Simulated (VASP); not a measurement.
Here is a VASP 6.6.1 calculation.

File INCAR:

```
SYSTEM = Ni
ALGO = Normal
EDIFF = 1E-6
ENCUT = 520
ISIF = 2
ISMEAR = 0
ISPIN = 2
LASPH = .TRUE.
LCHARG = .FALSE.
LMAXMIX = 4
LORBIT = 11
LREAL = .FALSE.
LWAVE = .FALSE.
MAGMOM = 1.5
NBANDS = 15
NELM = 150
PREC = Accurate
SIGMA = 0.1
```

The input KPOINTS:

```
k-points
0
G
  14 14 14
  0 0 0
```

POSCAR

```
Ni
1.0
   -1.4019238645      1.4019238645      1.4019238645
    1.4019238645     -1.4019238645      1.4019238645
    1.4019238645      1.4019238645     -1.4019238645
Ni
1
Direct
    0.0000000000      0.0000000000      0.0000000000
```

Potentials or basis: VASP PAW LDA potentials, release 64 (Ni).

The run is started by

```sh
$ cat potpaw_LDA.64/Ni/POTCAR > POTCAR
$ mpirun -np 1 vasp_std > vasp.out
```

Task: Estimate the pressure.

Result: -17.5 GPa.

Task: Predict the site moments.

Result: Ni +0.51 μB.

Task: Estimate the net moment.

Result: 0.51 μB per cell.
